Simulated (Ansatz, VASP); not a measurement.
## Fe in VASP and in Ansatz

```xyz
1
Lattice="-1.3753 1.3753 1.3753 1.3753 -1.3753 1.3753 1.3753 1.3753 -1.3753" Properties=species:S:1:pos:R:3 pbc="T T T"
Fe    0.0000    0.0000    0.0000
```

Alike in both runs: functional LDA; k mesh 22 × 22 × 22; occupations gaussian, width 0.1 eV; collinear spin.

Ansatz relaxed the structure, and its values are those at the end. VASP's run is a single point on that final structure, the one shown.

|  | VASP | Ansatz |
| --- | --- | --- |
| version | VASP 6.6.1 | Ansatz 0.2.0 |
| potentials or method | VASP PAW LDA potentials, release 64 (Fe_sv), cutoff 600 eV | scalar-relativistic, plane waves, PAW |
| valence electrons in the cell | 16 | 16 |

```csv
,VASP,Ansatz,Ansatz less VASP
gap on the k mesh at the Fermi level (eV),none,none,-
pressure (GPa),-4.6,0.0,+4.62
net moment per atom (μB),1.94,1.99,+0.051
size of the moment on the site where the two differ most (μB),1.91,1.99,+0.085
```

LDA's correlation is that of Perdew and Zunger in VASP and of Perdew and Wang (1992) in Ansatz. Site moments also hang on the region over which each program counts them. A gap of «none» marks a metal or a gap that the smearing closes. One of these differences is far larger than is usual between the two programs; its cause wasn't traced.
